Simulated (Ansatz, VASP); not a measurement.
# ZnRe: VASP beside Ansatz

```
Re Zn
1.0
     2.74822    0.00000    0.00000
    -1.37411    2.38003    0.00000
     0.00000    0.00000    4.40418
Re Zn
1 1
Direct
  0.33333 0.66667 0.50000
  0.00000 0.00000 0.00000
```

Alike in both runs: functional PBE; k mesh 9 × 9 × 5; occupations fermi-dirac, width 0.05 eV; no spin polarisation.

```csv
,VASP,Ansatz
version,VASP 6.6.1,Ansatz 0.2.0
potentials or method,"VASP PAW PBE potentials, release 64 (Re_sv_GW, Zn)",Ansatz PAW
plane-wave cutoff (eV),500,420
valence electrons in the cell,27,27
task,single point,band structure
```

Ansatz gave:

```
gap on the k mesh at the Fermi level (eV)                     : none
pressure (GPa)                                                : 2.7
traceless stress, the component that is largest in VASP (GPa) : 1.74
```

Question: Estimate VASP's values.

Answer: gap on the k mesh at the Fermi level (eV): none; pressure (GPa): 1.9; traceless stress, the component that is largest in VASP (GPa): 1.95.

A gap of «none» marks a metal or a gap that the smearing closes.

Spin-orbit coupling is off throughout.
